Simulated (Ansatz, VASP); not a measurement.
## C: VASP beside Ansatz

The input INCAR:

```
  PREC = Accurate
  ENCUT = 520
  EDIFF = 1E-6
  ISMEAR = 0
  SIGMA = 0.1
  LREAL = F
  LASPH = T
  NELM = 80
  ALGO = Normal
  ISIF = 2
  LWAVE = F
  LCHARG = F
  LDIPOL = T
  IDIPOL = 3
  DIPOL = 0.5 0.5 0.386
  GGA = PE
  IVDW = 12
  NBANDS = 16
```

KPOINTS

```
regular mesh
0
Gamma
  15 15 1
```

POSCAR

```
C
1.0
    2.4656524409      0.0000000000      0.0000000000
   -1.2328262205      2.1353176508      0.0000000000
    0.0000000000      0.0000000000     17.5000663883
C
4
Direct
    0.6666666667      0.3333333333      0.2571437784
    0.3333333333      0.6666666667      0.2571418816
    0.6666666667      0.3333333333      0.5148589833
    0.3333333333      0.6666666667      0.5148570865
```

Input for Ansatz:

```yaml
crystal:
  lattice:
    - [2.4656524409, 0.0, 0.0]
    - [-1.2328262205, 2.1353176508, 0.0]
    - [0.0, 0.0, 17.5000663883]
  atoms:
    - { symbol: C, position: [0.6666666667, 0.3333333333, 0.2571437784] }
    - { symbol: C, position: [0.3333333333, 0.6666666667, 0.2571418816] }
    - { symbol: C, position: [0.6666666667, 0.3333333333, 0.5148589833] }
    - { symbol: C, position: [0.3333333333, 0.6666666667, 0.5148570865] }
basis:
  ecutwfc: 420
kpoints:
  mp_grid: { grid: [15, 15, 1] }
hamiltonian:
  xc: pbe
  pseudopotentials: { kind: paw, azcp: { folder: soft_1 } }
  dispersion: d3bj
scf:
  occupations: { method: gaussian, width: 0.1 }
output:
  forces: true
  eigenvalues: true
efield:
  axis: 3
  dipole_correction: true
  ramp_width: 0.04
```

Alike in both runs: task single point; functional PBE; dispersion D3(BJ); k mesh 15 × 15 × 1; occupations gaussian, width 0.1 eV; no spin polarisation.

|  | VASP | Ansatz |
| --- | --- | --- |
| version | VASP 6.6.1 | Ansatz 0.2.0 |
| potentials or method | VASP PAW PBE potentials, release 64 (C), cutoff 520 eV | scalar-relativistic, plane waves, PAW |
| valence electrons in the cell | 16 | 16 |

```tsv
	VASP	Ansatz	Ansatz less VASP
gap on the k mesh at the Fermi level (eV)	0.08	0.08	0.000
least direct gap on the mesh (eV)	0.08	0.08	0.000
rms of the force components (eV/Å)	0.012	0.012	0.0000
```

Atom by atom the forces differ by 0.000 eV/Å (rms over components). Ansatz's warnings: structure snapped to symmetry.
